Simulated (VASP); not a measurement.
# AlN (P1) in VASP: notebook

The runs below take AlN through single point, with PBE.

Program: VASP 6.6.1. These are calculated values, not measurements. Logs are shortened: lines on timing, memory, paths and dates and some standing lists are left out, and cuts for length are marked.

### 1 The cell of the first run

The typed cell holds 16 atoms: a = 5.914 Å, b = 3.130 Å, c = 10.530 Å, α = 70.91°, β = 69.77°, γ = 74.65°.

### 2 Single point, PBE

INCAR

```
PREC = Accurate ; ENCUT = 520
EDIFF = 1E-6 ; ISMEAR = 0
SIGMA = 0.05 ; LREAL = Auto
LASPH = True ; NELM = 100
ALGO = Normal ; ISIF = 2
LWAVE = False ; LCHARG = False
GGA = PE ; NBANDS = 46
```

KPOINTS

```
Automatic mesh
0
Gamma
  4 8 3
```

POSCAR

```
AlN
1.0
   -1.5651197814     -2.7108669814      5.0179796556
    1.5651197814     -2.7108669814      0.0000000000
    7.8255989072      0.5421733963      7.0251715178
Al N
8 8
Direct
    0.6287169997      0.9598894362      0.0981155127
    0.5787169997      0.1598894362      0.8481155127
    0.2787169997      0.3598894362      0.3481155127
   -0.0712830003      0.7598894362      0.5981155127
    0.8370503330      0.1265561029      0.3064488460
    0.1870503330      0.7265561029      0.0564488460
    0.4870503330      0.5265561029      0.5564488460
    0.1370503330     -0.0734438971      0.8064488460
    0.8767196670      0.7309638971      0.1935011540
   -0.1732803330     -0.0690361029      0.9435011540
    0.5267196670      0.1309638971      0.4435011540
    0.1767196670      0.5309638971      0.6935011540
    0.0850530003     -0.1023694362      0.4018344873
    0.4350530003      0.4976305638      0.1518344873
    0.7350530003      0.2976305638      0.6518344873
    0.3850530003     -0.3023694362      0.9018344873
```

Potentials or basis: VASP PAW PBE potentials, release 64 (Al, N).

Run with:

```
> cat potpaw_PBE.64/Al/POTCAR potpaw_PBE.64/N/POTCAR > POTCAR
> mpirun -np 1 vasp_std > vasp.out
```

OUTCAR:

```text
PREC = Accurate
   ENCUT = 520
   EDIFF = 1E-6
   ISMEAR = 0
   LREAL = Auto
   LASPH = True
   NELM = 100
   ISIF = 2
   GGA = PE

 ion  position               nearest neighbor table
   1  0.629  0.960  0.098-  10 1.66  14 1.90  14 1.90   9 1.91   2 2.60   5 3.09   5 3.09   6 3.09
                             6 3.09   6 3.09   3 3.13   3 3.13
   2  0.579  0.160  0.848-  16 1.90  15 1.90  16 1.90  10 1.91   1 2.60   6 2.87   8 3.09   8 3.09
                             8 3.09   7 3.09   4 3.13   4 3.13   6 3.19
   3  0.279  0.360  0.348-  13 1.90  14 1.90  13 1.90  11 1.91   7 3.09   7 3.09   5 3.09   5 3.09
                             5 3.09   6 3.09   4 3.13   1 3.13   4 3.13   1 3.13
   4  0.929  0.760  0.598-  15 1.90  13 1.90  15 1.90  12 1.91   8 3.09   8 3.09   7 3.09   7 3.09
                             7 3.09   5 3.09   3 3.13   2 3.13   2 3.13   3 3.13
   5  0.837  0.127  0.306-   9 1.90   9 1.90  11 1.90  13 1.91   1 3.09   1 3.09   3 3.09   3 3.09
                             3 3.09   4 3.09   6 3.13   7 3.13   7 3.13   6 3.13
   6  0.187  0.727  0.056-  16 1.66   9 1.90  14 1.91   8 2.60   2 2.87   1 3.09   1 3.09   1 3.09
                             3 3.09   5 3.13   5 3.13   2 3.19
   7  0.487  0.527  0.556-  11 1.90  11 1.90  12 1.90  15 1.91   3 3.09   3 3.09   4 3.09   4 3.09
                             4 3.09   2 3.09   8 3.13   5 3.13   5 3.13   8 3.13
   8  0.137  0.927  0.806-  12 1.90  12 1.90  10 1.90  16 1.91   6 2.60   4 3.09   4 3.09   2 3.09
                             2 3.09   2 3.09   7 3.13   7 3.13
   9  0.877  0.731  0.194-   5 1.90   5 1.90   6 1.90   1 1.91
  10  0.827  0.931  0.944-   1 1.66   8 1.90   2 1.91
  11  0.527  0.131  0.444-   7 1.90   7 1.90   5 1.90   3 1.91
  12  0.177  0.531  0.694-   8 1.90   8 1.90   7 1.90   4 1.91
  13  0.085  0.898  0.402-   3 1.90   4 1.90   3 1.90   5 1.91
  14  0.435  0.498  0.152-   1 1.90   3 1.90   1 1.90   6 1.91
  15  0.735  0.298  0.652-   4 1.90   2 1.90   4 1.90   7 1.91
  16  0.385  0.698  0.902-   6 1.66   2 1.90   2 1.90   8 1.91

  LATTYP: Found a triclinic cell.
 ALAT       =     5.9142640747
 B/A-ratio  =     2.8983057943
 C/A-ratio  =     0.5292694955
 COS(alpha) =     0.0182613407
 COS(beta)  =     0.2646347477
 COS(gamma) =     0.8058226461

  Lattice vectors:

 A1 = (   1.5651197814,   2.7108669814,  -5.0179796556)
 A2 = (  -1.5651197816,  -0.5421733963, -17.0611308290)
 A3 = (  -1.5651197814,   2.7108669814,   0.0000000000)

Analysis of symmetry for initial positions (statically):
=====================================================================
 Subroutine PRICEL returns:
 Original cell was already a primitive cell.

 Routine SETGRP: Setting up the symmetry group for a
 triclinic supercell.

 Subroutine GETGRP returns: Found  1 space group operations
 (whereof  1 operations were pure point group operations)
 out of a pool of  2 trial point group operations.

The static configuration has the point symmetry C_1 .

Analysis of symmetry for dynamics (positions and initial velocities):
=====================================================================
 Subroutine PRICEL returns:
 Original cell was already a primitive cell.

 Routine SETGRP: Setting up the symmetry group for a
 triclinic supercell.

 Subroutine GETGRP returns: Found  1 space group operations
 (whereof  1 operations were pure point group operations)
 out of a pool of  2 trial point group operations.

The dynamic configuration has the point symmetry C_1 .

 Subroutine INISYM returns: Found  1 space group operations
 (whereof  1 operations are pure point group operations),
 and found     1 'primitive' translations

----------------------------------------------------------------------------------------

                                     Primitive cell

  volume of cell :     170.3235

  direct lattice vectors                    reciprocal lattice vectors
    -1.565119781 -2.710866981  5.017979656    -0.111812528 -0.064554993  0.129534204
     1.565119781 -2.710866981  0.000000000     0.127785747 -0.295108541 -0.119570034
     7.825598907  0.542173396  7.025171518     0.079866092  0.046110710  0.049820848

  length of vectors
     5.914264075  3.130239563 10.530288937     0.182889307  0.343096548  0.104818448

  position of ions in fractional coordinates (direct lattice)
     0.628717000  0.959889436  0.098115513
     0.578717000  0.159889436  0.848115513
     0.278717000  0.359889436  0.348115513
     0.928717000  0.759889436  0.598115513
     0.837050333  0.126556103  0.306448846
     0.187050333  0.726556103  0.056448846
[... 8 lines left out ...]
     0.735053000  0.297630564  0.651834487
     0.385053000  0.697630564  0.901834487

  ion indices of the primitive-cell ions
   primitive index   ion index
                 1           1
                 2           2
                 3           3
                 4           4
                 5           5
                 6           6
[... 8 lines left out ...]
                15          15
                16          16

----------------------------------------------------------------------------------------

 KPOINTS: Automatic mesh

Automatic generation of k-mesh.
 Grid dimensions read from file:
 generate k-points for:    4    8    3

 Generating k-lattice:

  Cartesian coordinates                     Fractional coordinates (reciprocal lattice)
    -0.027953132 -0.016138748  0.032383551     0.250000000  0.000000000  0.000000000
     0.015973218 -0.036888568 -0.014946254     0.000000000  0.125000000  0.000000000
     0.026622031  0.015370237  0.016606949     0.000000000  0.000000000  0.333333333

  Length of vectors
     0.045722327  0.042887068  0.034939483

  Shift w.r.t. Gamma in fractional coordinates (k-lattice)
     0.000000000  0.000000000  0.000000000

 Subroutine IBZKPT returns following result:
 ===========================================

 Found     50 irreducible k-points:

 Following reciprocal coordinates:
            Coordinates               Weight
  0.000000  0.000000  0.000000      1.000000
  0.250000 -0.000000  0.000000      2.000000
  0.500000 -0.000000  0.000000      1.000000
  0.000000  0.125000  0.000000      2.000000
  0.250000  0.125000 -0.000000      2.000000
  0.500000  0.125000 -0.000000      2.000000
[... 16 lines left out ...]
 -0.000000  0.125000  0.333333      2.000000
  0.250000  0.125000  0.333333      2.000000
 [... further k-points ...]
   k-points           NKPTS =     50   k-points in BZ     NKDIM =     50   number of bands    NBANDS=     46
   number of dos      NEDOS =    301   number of ions     NIONS =     16
   total plane-waves  NPLWV =  92160
   dimension x,y,z NGX =    48 NGY =   24 NGZ =   80
   dimension x,y,z NGXF=    96 NGYF=   48 NGZF=  160
   ions per type =               8   8
   NGX,Y,Z   is equivalent  to a cutoff of  13.49, 12.75, 12.63 a.u.
   NGXF,Y,Z  is equivalent  to a cutoff of  26.98, 25.49, 25.26 a.u.
 SYSTEM =  unknown system
   PREC   = accura    normal or accurate (medium, high low for compatibility)
   ISTART =      0    job   : 0-new  1-cont  2-samecut
   ICHARG =      2    charge: 1-file 2-atom 10-const
   ISPIN  =      1    spin polarized calculation?
   LNONCOLLINEAR =      F non collinear calculations
   LSORBIT =      F    spin-orbit coupling
   LASPH  =      T    aspherical Exc in radial PAW
   ENCUT  =  520.0 eV  38.22 Ry    6.18 a.u.  11.00  5.82 19.58*2*pi/ulx,y,z
   NELM   =    100;   NELMIN=  2; NELMDL= -5     # of ELM steps
   EDIFF  = 0.1E-05   stopping-criterion for ELM
   LREAL  =      T    real-space projection
   EDIFFG = 0.1E-04   stopping-criterion for IOM
   NSW    =      0    number of steps for IOM
   IBRION =     -1    ionic relax: 0-MD 1-quasi-New 2-CG
   NFREE  =      0    steps in history (QN), initial steepest desc. (CG)
   ISIF   =      2    stress and relaxation
   ISYM   =      2    0-nonsym 1-usesym 2-fastsym
   POTIM  = 0.5000    time-step for ionic-motion
   TEBEG  =    0.0;   TEEND  =   0.0 temperature during run
   PSTRESS=    0.0 pullay stress
   NELECT =      64.0000    total number of electrons
   NUPDOWN=      -1.0000    fix difference up-down
   EMIN   =  10.00;   EMAX   =-10.00  energy-range for DOS
   EFERMI =   0.00;   METHOD = LEGACY
   ISMEAR =     0;   SIGMA  =   0.05  broadening in eV -4-tet -1-fermi 0-gaus
   EFERMI_NEDOS =   21; number of points for ismear=-14 and -15
   IALGO  =     38    algorithm
   IMIX   =      4    mixing-type and parameters
     AMIX     =   0.40;   BMIX     =  1.00
     AMIX_MAG =   1.60;   BMIX_MAG =  1.00
  volume/ion in A,a.u.               =      10.65        71.84
  Fermi-wavevector in a.u.,A,eV,Ry     =   1.181345  2.232418 18.987951  1.395575
  Thomas-Fermi vector in A             =   2.317620
   LORBIT       =      0    0 simple, 1 ext, 2 COOP (PROOUT), +10 PAW based schemes
   GGA     = PE    functional components
   LHFCALC =     F    Hartree Fock is set to
   AEXX    =    0.0000 exact exchange contribution
   IVDW    =     0    specifies the selected vdW correction
   LEPSILON=     F    determine dielectric tensor
   LRPA    =     F    only Hartree local field effects (RPA)
 non-spin polarized calculation
 Gauss-broadening in eV      SIGMA  =   0.05
  energy-cutoff  :      520.00
  volume of cell :      170.32
 maximum number of plane-waves:      4609
 NGX is ok and might be reduce to    48

 number of electron      63.9999999 magnetization

 Free energy of the ion-electron system (eV)
  ---------------------------------------------------
  ext. energy  EPLUGINS =         0.00000000
  ---------------------------------------------------
  free energy    TOTEN  =      -114.56383486 eV

  energy without entropy =     -114.56383461  energy(sigma->0) =     -114.56383473

 E-fermi :   7.9006     XC(G=0): -10.8209

 val. band max:        7.7535462178   @ k =   0.5000  -0.0000   0.0000
 cond. band min:       8.0402316255   @ k =   0.0000   0.0000   0.0000
 fundamental gap:      0.2866854077
 Fermi energy:         7.9006369693

 k-point     1 :       0.0000    0.0000    0.0000
  band No.  band energies     occupation
      1      -9.4866      2.00000
      2      -8.5901      2.00000
      3      -8.2115      2.00000
      4      -7.2070      2.00000
      5      -7.0672      2.00000
      6      -6.9470      2.00000
[... 1117 lines left out ...]
     43      14.6210      0.00000
     44      15.1312      0.00000

 [... further k-points ...]

 [bands above 44 left out]

------------------------ aborting loop because EDIFF is reached ----------------------------------------

  FORCE on cell =-STRESS in cart. coord.  units (eV):
  Direction    XX          YY          ZZ          XY          YZ          ZX
  --------------------------------------------------------------------------------------
  -------------------------------------------------------------------------------------
  Total       14.6981034      3.6162763      2.9009622      4.0716258      3.3259106     10.6851975
  in kB      138.2602087     34.0171181     27.2883947     38.3004409     31.2857439    100.5121270
  external PRESSURE =      66.5219072 kB  Pullay stress =       0.0000000 kB

 VOLUME and BASIS-vectors are now :
 -----------------------------------------------------------------------------
  energy-cutoff  :      520.00
  volume of cell :      170.32
      direct lattice vectors                 reciprocal lattice vectors
    -1.565119781 -2.710866981  5.017979656    -0.111812528 -0.064554993  0.129534204
     1.565119781 -2.710866981  0.000000000     0.127785747 -0.295108541 -0.119570034
     7.825598907  0.542173396  7.025171518     0.079866092  0.046110710  0.049820848

 POSITION                                       TOTAL-FORCE (eV/Angst)
 -----------------------------------------------------------------------------------
      1.28614     -4.25331      3.84417         3.009325      0.925183      2.004288
      5.98150     -1.54244      8.86215        -1.826440     -0.997311      1.120418
      2.85126     -1.54244      3.84417         0.194632      0.074337      0.012705
      4.41638     -4.25331      8.86215         0.079282      0.047993      0.158679
      1.28614     -2.44606      6.35316         0.158917      0.106236      0.325213
      1.28614     -2.44606      1.33518         5.329751      2.699893      1.011294
[... 8 lines left out ...]
      4.41638     -2.44606      8.26773         0.128774      0.084025     -0.296489
      7.54662     -2.44606      8.26773        -3.977348     -1.141096     -2.266929
 -----------------------------------------------------------------------------------
    total drift:                                0.007296      0.005895      0.011556

  FREE ENERGIE OF THE ION-ELECTRON SYSTEM (eV)
  ---------------------------------------------------
  free  energy   TOTEN  =      -114.5638348586 eV

  energy  without entropy=     -114.5638346081  energy(sigma->0) =     -114.56383473
```

It took 36 min on 1 thread of Oxide Virtual Turin-like, shared host; peak memory 0.39 GiB.

Results:

* Free energy: -114.5638 eV
* Pressure: 6.7 GPa
* Largest force: 6.060 eV/Å
* Band gap on the k mesh: 0.29 eV, indirect (least direct gap 0.34 eV)

Forces on the atoms (eV/Å):
```
Al   3.009  0.925  2.004
Al  -1.826 -0.997  1.120
Al   0.195  0.074  0.013
Al   0.079  0.048  0.159
Al   0.159  0.106  0.325
Al   5.330  2.700  1.011
Al   0.011  0.003 -0.051
Al   0.349  0.417 -2.254
N    0.513 -0.134  1.319
N   -5.058 -2.375 -1.284
N   -0.128 -0.080 -0.036
N   -0.335 -0.218  0.294
N    0.031  0.005  0.052
N    1.520  0.584 -0.110
N    0.129  0.084 -0.296
N   -3.977 -1.141 -2.267
```

Stress tensor (GPa, compression positive):
```
13.83  3.83 10.05
 3.83  3.40  3.13
10.05  3.13  2.73
```

Caveat: forces of over 1 eV/Å act on the atoms, so gaps and moduli don't describe the material at rest. A k mesh can miss the band edges.

### 3 Single point, PBE

This run uses another cell than the first one, of the same volume but with other edges.

INCAR

```
SYSTEM = AlN
ALGO = Normal
EDIFF = 1E-6
ENCUT = 520
GGA = PE
ISIF = 2
ISMEAR = 0
LASPH = .TRUE.
LCHARG = .FALSE.
LREAL = Auto
LWAVE = .FALSE.
NBANDS = 46
NELM = 100
PREC = Accurate
SIGMA = 0.05
```

KPOINTS

```
k-points
0
G
  4 8 3
  0 0 0
```

POSCAR

```
AlN
1.0
   -1.5651197814     -2.7108669814      5.0179796556
    1.5651197814     -2.7108669814      0.0000000000
    7.8255989073     -0.5421733963      8.0287674489
Al N
8 8
Direct
    0.6090938972      0.9402663336      0.0981155127
    0.4090938972     -0.0097336664      0.8481155127
    0.2090938972      0.2902663336      0.3481155127
   -0.1909061028      0.6402663336      0.5981155127
    0.7757605638      0.0652663337      0.3064488460
    0.1757605638      0.7152663337      0.0564488460
    0.3757605638      0.4152663337      0.5564488460
   -0.0242394362     -0.2347336663      0.8064488460
    0.8380194362      0.6922636663      0.1935011540
   -0.3619805638     -0.2577363337      0.9435011540
    0.4380194362      0.0422636663      0.4435011540
    0.0380194362      0.3922636663      0.6935011540
    0.0046861028     -0.1827363336      0.4018344873
    0.4046861028      0.4672636664      0.1518344873
    0.6046861028      0.1672636664      0.6518344873
    0.2046861028     -0.4827363336      0.9018344873
```

Potentials or basis: VASP PAW PBE potentials, release 64 (Al, N).

Run with:

```
> cat potpaw_PBE.64/Al/POTCAR potpaw_PBE.64/N/POTCAR > POTCAR
> mpirun -np 1 vasp_std > vasp.out
```

Wall time 6.5 min (1 thread of Oxide Virtual Turin-like, shared host); peak memory 0.4 GiB.

It converged, with:

- Free energy: -112.5184 eV
- Pressure: 4.1 GPa
- Largest force: 8.532 eV/Å
- Band gap on the k mesh: 0.45 eV, indirect (the least direct gap lies 1.7 meV higher)

Forces on the atoms (eV/Å):
```
Al  -0.654 -0.345 -2.213
Al  -6.788 -5.161  0.293
Al  -0.058  0.067 -0.035
Al   0.110  0.081  0.072
Al   0.415  0.271  0.366
Al   4.110  3.536  2.656
Al  -0.058 -0.035 -0.040
Al   1.037  0.631 -1.757
N   -0.840 -0.764 -0.515
N   -3.484 -3.267 -1.223
N   -0.140 -0.125  0.140
N   -0.467 -0.365  0.699
N    0.375  0.261 -0.199
N    5.023  4.301  0.821
N    0.177  0.162 -0.373
N    1.241  0.752  1.308
```

Stress tensor (GPa, compression positive):
```
12.59 13.29  4.23
13.29  6.57  3.76
 4.23  3.76 -6.89
```

Levels at points of the mesh, in eV from the valence-band top:
```
           k point  band 29  band 30  band 31  band 32  band 33  band 34  band 35  band 36
(0.00, 0.00, 0.00)    -2.51    -2.38    -0.93     0.00     0.45     1.76     2.65     3.35
(0.50, 0.00, 0.00)    -2.78    -2.69    -0.94    -0.01     1.10     2.54     3.06     3.81
(0.00, 0.50, 0.00)    -3.27    -2.94    -2.66    -0.16     1.18     2.45     2.73     3.47
(0.50, 0.50, 0.00)    -3.30    -2.94    -2.50    -0.22     1.24     2.33     2.91     3.71
```

Caveat: forces of over 1 eV/Å act on the atoms, so gaps and moduli don't describe the material at rest.
